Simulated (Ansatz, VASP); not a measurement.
## C: VASP beside Ansatz

File POSCAR:

```
C
1.0
    0.0000000000      1.8279850000      1.7834000000
    1.8279850000      0.0000000000      1.7834000000
    1.8279850000      1.8279850000      0.0000000000
C
2
Direct
    0.5000000000      0.5000000000      0.5000000000
    0.7500000000      0.7500000000      0.7500000000
```

INCAR.step1

```
SYSTEM = C
ALGO = Normal ; EDIFF = 1E-4
ENCUT = 520 ; GGA = PE
ISMEAR = 0 ; LASPH = .True.
LCHARG = .False. ; LREAL = .False.
LWAVE = .True. ; NBANDS = 11
NELM = 100 ; PREC = Accurate
SIGMA = 0.05
```

The input INCAR.step2:

```
SYSTEM = C
ALGO = Normal ; EDIFF = 1E-6
ENCUT = 520 ; ISIF = 2
ISMEAR = 0 ; ISTART = 1
LASPH = .True. ; LCHARG = .False.
LMIXTAU = .True. ; LREAL = .False.
LWAVE = .False. ; METAGGA = R2SCAN
NBANDS = 11 ; NELM = 100
PREC = Accurate ; SIGMA = 0.05
```

Contents of KPOINTS:

```
k-points
0
Gamma
  12 12 12
  0 0 0
```

Input for Ansatz:

```yaml
crystal:
  lattice:
    - [0.0, 1.827985, 1.7834]
    - [1.827985, 0.0, 1.7834]
    - [1.827985, 1.827985, 0.0]
  atoms:
    - { symbol: C, position: [0.5, 0.5, 0.5] }
    - { symbol: C, position: [0.75, 0.75, 0.75] }
basis:
  ecutwfc: 500
kpoints:
  mp_grid: { grid: [12, 12, 12] }
hamiltonian:
  xc: r2scan
scf:
  occupations: { method: gaussian, width: 0.05 }
output:
  forces: true
  stress: true
  eigenvalues: true
```

Change from the starting cell: strain +0.0250 x Voigt [1, 1, 0, 0, 0, 0], atoms carried along.

Alike in both runs: task single point; functional r2SCAN; k mesh 12 × 12 × 12; occupations gaussian, width 0.05 eV; no spin polarisation.

```csv
,VASP,Ansatz
version,VASP 6.6.1,Ansatz 0.2.0
potentials or method,"VASP PAW PBE potentials, release 64 (C), cutoff 520 eV","scalar-relativistic, plane waves, PAW"
valence electrons in the cell,8,8
```

```csv
,VASP,Ansatz,Ansatz less VASP
gap on the k mesh at the Fermi level (eV),3.60,3.62,+0.027
least direct gap on the mesh (eV),5.25,5.29,+0.041
pressure (GPa),-21.4,-22.3,-0.91
"traceless stress, the component that is largest in VASP (GPa)",14.92,14.95,+0.023
```

VASP's potentials were made for PBE, not for r2SCAN.
